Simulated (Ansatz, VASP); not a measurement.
SiC2 in VASP and in Ansatz

```
CELL_PARAMETERS angstrom
2.08437 0.00000 0.00000
-1.04218 1.80511 0.00000
0.00000 0.00000 21.70052
ATOMIC_POSITIONS crystal
Si 0.66667 0.33333 0.83333
Si 0.66667 0.33333 0.16667
C 0.33333 0.66667 0.83333
C 0.33333 0.66667 0.16667
C 0.33333 0.66667 0.50000
C 0.66667 0.33333 0.50000
```

Alike in both runs: task relaxation of cell and atoms; functional PBE; k mesh 12 × 12 × 1; occupations gaussian, width 0.1 eV; no spin polarisation.

```csv
,VASP,Ansatz
version,VASP 6.6.1,Ansatz 0.2.0
potentials or method,"VASP PAW PBE potentials, release 64 (Si, C), cutoff 600 eV","scalar-relativistic, plane waves, PAW"
valence electrons in the cell,24,24
```

|  | VASP | Ansatz | Ansatz less VASP |
| --- | --- | --- | --- |
| gap on the k mesh at the Fermi level, each at its own relaxed structure (eV) | 0.18 | 0.20 | +0.020 |
| relaxed volume (Å³/atom) | 16.68 | 16.79 | +0.107 |
| relaxed cell length with the largest relative difference (Å) | 2.918 | 2.936 | +0.0180 |

Noted on VASP's run: the volume moved by over 15 % at a fixed basis, so the end points are rough.
